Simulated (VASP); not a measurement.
# Sb (P6/mmm) in VASP: a series of runs

Runs on Sb. Level: BLYP. Tasks: single point, relaxation of cell and atoms.

All numbers are computed with VASP 6.6.1; they aren't measurements. Logs are shortened: lines on timing, memory, paths and dates and some standing lists are left out, and cuts for length are marked.

**1. The cell of the first run**

It takes space group P6/mmm (No. 191, hexagonal). Conventional cell: a = 5.634 Å, b = 5.634 Å, c = 3.329 Å, α = 90.00°, β = 90.00°, γ = 120.00°. Within 4.4 Å of Sb (site symmetry 6/mmm) lie 14 Sb at 3.33 to 3.65 Å. Within 4.3 Å of Sb (site symmetry -6m2) lie 11 Sb at 3.25 to 3.65 Å.

**2. Single point, BLYP**

INCAR reads:

```
SYSTEM = Sb
  PREC = Accurate
  ENCUT = 520
  EDIFF = 1E-6
  ISMEAR = -1
  SIGMA = 0.1
  LREAL = .FALSE.
  LASPH = .TRUE.
  NELM = 60
  ALGO = Normal
  ISIF = 2
  LWAVE = .FALSE.
  LCHARG = .FALSE.
  GGA = B5
  ALDAX = 1.0
  AGGAX = 1.0
  AGGAC = 1.0
  ALDAC = 0.0
  NBANDS = 14
```

KPOINTS reads:

```
regular mesh
0
G
  9 9 13
  0 0 0
```

POSCAR reads:

```
Sb
1.0
    5.6336939872      0.0000000000      0.0000000000
   -2.8168469936      4.8789221101      0.0000000000
    0.0000000000      0.0000000000      3.3292563880
Sb
3
Direct
    0.0000000000      0.0000000000      1.0000000000
    0.3333333333      0.6666666667      0.5000000000
    0.6666666667      0.3333333333      0.5000000000
```

Potentials or basis: VASP PAW PBE potentials, release 64 (Sb).

On the command line:

```bash
$ cat potpaw_PBE.64/Sb/POTCAR > POTCAR
$ mpirun -np 1 vasp_std > vasp.out
```

OUTCAR:

```text
SYSTEM = Sb
   PREC = Accurate
   ENCUT = 520
   EDIFF = 1E-6
   ISMEAR = -1
   LREAL = .FALSE.
   LASPH = .TRUE.
   NELM = 60
   ISIF = 2
   GGA = B5

 ion  position               nearest neighbor table
   1  0.000  0.000  0.000-   2 3.65   3 3.65   2 3.65   3 3.65   3 3.65   3 3.65   2 3.65   2 3.65
                             3 3.65   3 3.65   2 3.65   2 3.65
   2  0.333  0.667  0.500-   3 3.25   3 3.25   3 3.25   1 3.65   1 3.65   1 3.65   1 3.65   1 3.65
                             1 3.65
   3  0.667  0.333  0.500-   2 3.25   2 3.25   2 3.25   1 3.65   1 3.65   1 3.65   1 3.65   1 3.65
                             1 3.65

  LATTYP: Found a hexagonal cell.
 ALAT       =     5.6336939872
 C/A-ratio  =     0.5909544245

  Lattice vectors:

 A1 = (   5.6336939872,   0.0000000000,   0.0000000000)
 A2 = (  -2.8168469936,   4.8789221101,   0.0000000000)
 A3 = (   0.0000000000,   0.0000000000,   3.3292563880)

Analysis of symmetry for initial positions (statically):
=====================================================================
 Subroutine PRICEL returns:
 Original cell was already a primitive cell.

 Routine SETGRP: Setting up the symmetry group for a
 hexagonal supercell.

 Subroutine GETGRP returns: Found 24 space group operations
 (whereof 24 operations were pure point group operations)
 out of a pool of 24 trial point group operations.

The static configuration has the point symmetry D_6h.

Analysis of symmetry for dynamics (positions and initial velocities):
=====================================================================
 Subroutine PRICEL returns:
 Original cell was already a primitive cell.

 Routine SETGRP: Setting up the symmetry group for a
 hexagonal supercell.

 Subroutine GETGRP returns: Found 24 space group operations
 (whereof 24 operations were pure point group operations)
 out of a pool of 24 trial point group operations.

The dynamic configuration has the point symmetry D_6h.

 Subroutine INISYM returns: Found 24 space group operations
 (whereof 24 operations are pure point group operations),
 and found     1 'primitive' translations

----------------------------------------------------------------------------------------

                                     Primitive cell

  volume of cell :      91.5091

  direct lattice vectors                    reciprocal lattice vectors
     5.633693987  0.000000000  0.000000000     0.177503429  0.102481652  0.000000000
    -2.816846994  4.878922110  0.000000000     0.000000000  0.204963305  0.000000000
     0.000000000  0.000000000  3.329256388     0.000000000  0.000000000  0.300367374

  length of vectors
     5.633693987  5.633693987  3.329256388     0.204963305  0.204963305  0.300367374

  position of ions in fractional coordinates (direct lattice)
     0.000000000  0.000000000  0.000000000
     0.333333333  0.666666667  0.500000000
     0.666666667  0.333333333  0.500000000

  ion indices of the primitive-cell ions
   primitive index   ion index
                 1           1
                 2           2
                 3           3

----------------------------------------------------------------------------------------

 KPOINTS: regular mesh

Automatic generation of k-mesh.
 Grid dimensions read from file:
 generate k-points for:    9    9   13

 Generating k-lattice:

  Cartesian coordinates                     Fractional coordinates (reciprocal lattice)
     0.019722603  0.011386850  0.000000000     0.111111111  0.000000000  0.000000000
     0.000000000  0.022773701  0.000000000     0.000000000  0.111111111  0.000000000
     0.000000000  0.000000000  0.023105183     0.000000000  0.000000000  0.076923077

  Length of vectors
     0.022773701  0.022773701  0.023105183

  Shift w.r.t. Gamma in fractional coordinates (k-lattice)
     0.000000000  0.000000000  0.000000000

 Subroutine IBZKPT returns following result:
 ===========================================

 Found     84 irreducible k-points:

 Following reciprocal coordinates:
            Coordinates               Weight
  0.000000  0.000000  0.000000      1.000000
  0.111111  0.000000  0.000000      6.000000
  0.222222 -0.000000  0.000000      6.000000
  0.333333  0.000000  0.000000      6.000000
  0.444444 -0.000000  0.000000      6.000000
  0.111111  0.111111  0.000000      6.000000
[... 16 lines left out ...]
  0.333333  0.222222  0.076923     24.000000
  0.333333  0.333333  0.076923      4.000000
 [... further k-points ...]
   k-points           NKPTS =     84   k-points in BZ     NKDIM =     84   number of bands    NBANDS=     14
   number of dos      NEDOS =    301   number of ions     NIONS =      3
   total plane-waves  NPLWV =  49392
   dimension x,y,z NGX =    42 NGY =   42 NGZ =   28
   dimension x,y,z NGXF=    84 NGYF=   84 NGZF=   56
   ions per type =               3
   NGX,Y,Z   is equivalent  to a cutoff of  12.39, 12.39, 13.98 a.u.
   NGXF,Y,Z  is equivalent  to a cutoff of  24.79, 24.79, 27.96 a.u.
 SYSTEM =  Sb
   PREC   = accura    normal or accurate (medium, high low for compatibility)
   ISTART =      0    job   : 0-new  1-cont  2-samecut
   ICHARG =      2    charge: 1-file 2-atom 10-const
   ISPIN  =      1    spin polarized calculation?
   LNONCOLLINEAR =      F non collinear calculations
   LSORBIT =      F    spin-orbit coupling
   LASPH  =      T    aspherical Exc in radial PAW
   ENCUT  =  520.0 eV  38.22 Ry    6.18 a.u.  10.47 10.47  6.19*2*pi/ulx,y,z
   NELM   =     60;   NELMIN=  2; NELMDL= -5     # of ELM steps
   EDIFF  = 0.1E-05   stopping-criterion for ELM
   LREAL  =      F    real-space projection
   EDIFFG = 0.1E-04   stopping-criterion for IOM
   NSW    =      0    number of steps for IOM
   IBRION =     -1    ionic relax: 0-MD 1-quasi-New 2-CG
   NFREE  =      0    steps in history (QN), initial steepest desc. (CG)
   ISIF   =      2    stress and relaxation
   ISYM   =      2    0-nonsym 1-usesym 2-fastsym
   POTIM  = 0.5000    time-step for ionic-motion
   TEBEG  =    0.0;   TEEND  =   0.0 temperature during run
   PSTRESS=    0.0 pullay stress
   NELECT =      15.0000    total number of electrons
   NUPDOWN=      -1.0000    fix difference up-down
   EMIN   =  10.00;   EMAX   =-10.00  energy-range for DOS
   EFERMI =   0.00;   METHOD = LEGACY
   ISMEAR =    -1;   SIGMA  =   0.10  broadening in eV -4-tet -1-fermi 0-gaus
   EFERMI_NEDOS =   21; number of points for ismear=-14 and -15
   IALGO  =     38    algorithm
   IMIX   =      4    mixing-type and parameters
     AMIX     =   0.40;   BMIX     =  1.00
     AMIX_MAG =   1.60;   BMIX_MAG =  1.00
  volume/ion in A,a.u.               =      30.50       205.84
  Fermi-wavevector in a.u.,A,eV,Ry     =   0.895950  1.693100 10.921757  0.802726
  Thomas-Fermi vector in A             =   2.018347
   LORBIT       =      0    0 simple, 1 ext, 2 COOP (PROOUT), +10 PAW based schemes
   GGA     = B5    functional components
   LHFCALC =     F    Hartree Fock is set to
   AEXX    =    0.0000 exact exchange contribution
   IVDW    =     0    specifies the selected vdW correction
   LEPSILON=     F    determine dielectric tensor
   LRPA    =     F    only Hartree local field effects (RPA)
 non-spin polarized calculation
  energy-cutoff  :      520.00
  volume of cell :       91.51
 maximum number of plane-waves:      2490
 NGX is ok and might be reduce to    42
   NGX = 21   NGY = 21   NGZ = 13

 number of electron      14.9999998 magnetization

 Free energy of the ion-electron system (eV)
  ---------------------------------------------------
  ext. energy  EPLUGINS =         0.00000000
  ---------------------------------------------------
  free energy    TOTEN  =        -9.07987807 eV

  energy without entropy =       -9.00269138  energy(sigma->0) =       -9.04128472

 E-fermi :   7.3390     XC(G=0):  -9.0188

 val. band max:        7.3208120331   @ k =   0.2222   0.1111   0.2308
 cond. band min:       7.3435926698   @ k =   0.0000   0.0000   0.3077
 fundamental gap:      0.0227806367
 Fermi energy:         7.3389637145

 k-point     1 :       0.0000    0.0000    0.0000
  band No.  band energies     occupation
      1      -4.6059      2.00000
      2      -1.0096      2.00000
      3      -0.7964      2.00000
      4       4.0196      2.00000
      5       4.0196      2.00000
      6       4.2783      2.00000
      7       4.2783      2.00000
      8       8.9546      0.00000
      9      11.6524      0.00000
     10      11.6524      0.00000
     11      12.1496      0.00000
     12      12.1501      0.00000
     13      13.2233      0.00000
     14      17.2624      0.00000

 k-point     2 :       0.1111    0.0000    0.0000
  band No.  band energies     occupation
      1      -4.5329      2.00000
      2      -1.1291      2.00000
      3      -0.9421      2.00000
      4       3.5133      2.00000
      5       3.7504      2.00000
      6       4.9253      2.00000
      7       5.0962      2.00000
      8       9.0282      0.00000
      9      11.0826      0.00000
     10      11.4790      0.00000
     11      12.0377      0.00000
     12      12.0685      0.00000
     13      13.2961      0.00000
     14      16.9895      0.00000

 k-point     3 :       0.2222   -0.0000    0.0000
  band No.  band energies     occupation
      1      -4.3152      2.00000
      2      -1.5495      2.00000
      3      -1.2001      2.00000
      4       3.0448      2.00000
      5       3.9881      2.00000
      6       5.8118      2.00000
      7       6.3643      1.99988
      8       9.2457      0.00000
      9       9.8238      0.00000
     10      10.9456      0.00000
     11      11.6921      0.00000
     12      11.9009      0.00000
     13      13.5078      0.00000
     14      16.0978      0.00000
[... 324 lines left out ...]
 k-point    23 :       0.3333    0.2222    0.0769
  band No.  band energies     occupation
      1      -3.1960      2.00000
      2      -2.6090      2.00000
      3      -2.1006      2.00000
      4       3.7382      2.00000
      5       4.8723      2.00000
      6       6.1057      1.99999
      7       8.6996      0.00000
      8       8.9994      0.00000
      9       9.7054      0.00000
     10       9.8258      0.00000
     11      10.2200      0.00000
     12      10.5480      0.00000
     13      14.1578      0.00000
     14      14.7024      0.00000

 k-point    24 :       0.3333    0.3333    0.0769
  band No.  band energies     occupation
      1      -2.7104      2.00000
      2      -2.7104      2.00000
      3      -2.6064      2.00000
      4       4.5545      2.00000
      5       4.9737      2.00000
      6       4.9737      2.00000
      7       9.1401      0.00000
      8       9.1401      0.00000
      9       9.9808      0.00000
     10      10.0073      0.00000
     11      10.2780      0.00000
     12      10.2780      0.00000
     13      14.1311      0.00000
     14      14.2797      0.00000

 [... further k-points ...]
[... 5 lines left out ...]
  --------------------------------------------------------------------------------------
  -------------------------------------------------------------------------------------
  Total        0.0617173      0.0617173     -0.0908041      0.0000000      0.0000000      0.0000000
  in kB        1.0805708      1.0805708     -1.5898328      0.0000000      0.0000000      0.0000000
  external PRESSURE =       0.1904363 kB  Pullay stress =       0.0000000 kB

 VOLUME and BASIS-vectors are now :
 -----------------------------------------------------------------------------
  energy-cutoff  :      520.00
  volume of cell :       91.51
      direct lattice vectors                 reciprocal lattice vectors
     5.633693987  0.000000000  0.000000000     0.177503429  0.102481652  0.000000000
    -2.816846994  4.878922110  0.000000000     0.000000000  0.204963305  0.000000000
     0.000000000  0.000000000  3.329256388     0.000000000  0.000000000  0.300367374

 POSITION                                       TOTAL-FORCE (eV/Angst)
 -----------------------------------------------------------------------------------
      0.00000      0.00000      0.00000         0.000000      0.000000      0.000000
     -0.00000      3.25261      1.66463         0.000000      0.000000      0.000000
      2.81685      1.62631      1.66463        -0.000000     -0.000000     -0.000000
 -----------------------------------------------------------------------------------
    total drift:                               -0.000000      0.000000     -0.000000

  FREE ENERGIE OF THE ION-ELECTRON SYSTEM (eV)
  ---------------------------------------------------
  free  energy   TOTEN  =        -9.0798780691 eV

  energy  without entropy=       -9.0026913807  energy(sigma->0) =       -9.04128472
```

Run time: 3.4 min. Hardware: 1 thread of AMD EPYC 7R13 (Zen 3), shared host; peak memory 0.22 GiB.

What came out:

| Item | Value |
| --- | --- |
| Free energy | -9.0799 eV |
| Pressure | 0.0 GPa |

Stress tensor (GPa, compression positive):
```
 0.11  0.00  0.00
 0.00  0.11  0.00
 0.00  0.00 -0.16
```

Caveat: the PAW data sets were made with another functional, which shifts forces and pressure a little; spin-orbit coupling is left out, which moves the levels of the heavy elements.

**3. Relaxation of cell and atoms, BLYP**

This run uses another cell than the first one, of 27.18 Å³/atom, 0.891 times its volume.

INCAR reads:

```
SYSTEM = Sb
AGGAC = 1.0
AGGAX = 1.0
ALDAC = 0.0
ALDAX = 1.0
ALGO = Normal
EDIFF = 1E-6
EDIFFG = -0.01
ENCUT = 600
GGA = B5
IBRION = 2
ISIF = 3
ISMEAR = -1
LASPH = .TRUE.
LCHARG = .FALSE.
LREAL = .FALSE.
LWAVE = .FALSE.
NELM = 60
NSW = 80
PREC = Accurate
SIGMA = 0.1
```

KPOINTS reads:

```
k-points
0
G
  7 7 10
  0 0 0
```

POSCAR reads:

```
Sb
1.0
    5.3555937617      0.0000000000      0.0000000000
   -2.6777968808      4.6380802500      0.0000000000
    0.0000000000      0.0000000000      3.2829789759
Sb
3
Direct
    0.0000000000      0.0000000000      0.0000000000
    0.3333333333      0.6666666667      0.5000000000
    0.6666666667      0.3333333333      0.5000000000
```

Potentials or basis: VASP PAW PBE potentials, release 64 (Sb).

On the command line:

```bash
$ cat potpaw_PBE.64/Sb/POTCAR > POTCAR
$ mpirun -np 1 vasp_std > vasp.out
```

It used 470 s of CPU time on 1 thread of AMD EPYC 7R13 Processor (Zen 3), on a shared host.

Results (log left out):

| Quantity | Value |
| --- | --- |
| Free energy | -9.0764 eV |
| Relaxed volume | 30.56 Å³/atom |
| Relaxed cell | a = 5.636 Å, b = 5.636 Å, c = 3.333 Å, α = 90.00°, β = 90.00°, γ = 120.00° |
| Space group after relaxing (to 0.05 Å) | P6/mmm (No. 191) |
| Energy gained by relaxing | 67.3 meV/atom |
| Ionic steps | 9 |
| Pressure after relaxing | 0.0 GPa |

Step by step:
| step | energy change (eV) | largest force (eV/Å) | pressure (GPa) | volume (Å³) |
| --- | --- | --- | --- | --- |
| 1 | 0.0000 | 0.0000 | 6.72 | 81.55 |
| 2 | -0.1737 | 0.0000 | -1.74 | 95.75 |
| 3 | -0.1952 | 0.0000 | -0.04 | 91.73 |
| 4 | -0.1952 | 0.0000 | -0.14 | 91.94 |
| 5 | -0.1997 | 0.0000 | -0.12 | 91.91 |
| 6 | -0.2020 | 0.0000 | -0.06 | 91.86 |
| 7 | -0.2020 | 0.0000 | -0.05 | 91.85 |
| 8 | -0.2020 | 0.0000 | -0.06 | 91.85 |
| 9 | -0.2020 | 0.0000 | 0.02 | 91.68 |

Final structure:
```yaml
crystal:
  lattice:
    - [5.63603, 0.00000, 0.00000]
    - [-2.81802, 4.88095, 0.00000]
    - [0.00000, 0.00000, 3.33281]
  atoms:
    - { symbol: Sb, position: [0.00000, 0.00000, 0.00000] }
    - { symbol: Sb, position: [0.33333, 0.66667, 0.50000] }
    - { symbol: Sb, position: [0.66667, 0.33333, 0.50000] }
```

Levels at points of the mesh, in eV from the Fermi level:
| k point | band 4 | band 5 | band 6 | band 7 | band 8 | band 9 | band 10 | band 11 |
| --- | --- | --- | --- | --- | --- | --- | --- | --- |
| (0.00, 0.00, 0.00) | -3.34 | -3.34 | -3.08 | -3.08 | 1.58 | 4.28 | 4.28 | 4.77 |
| (0.00, 0.00, 0.50) | -3.33 | -2.57 | -1.86 | -1.80 | -1.80 | -0.35 | -0.35 | 0.76 |

Caveat: the PAW data sets were made with another functional, which shifts forces and pressure a little; spin-orbit coupling is left out, which moves the levels of the heavy elements.
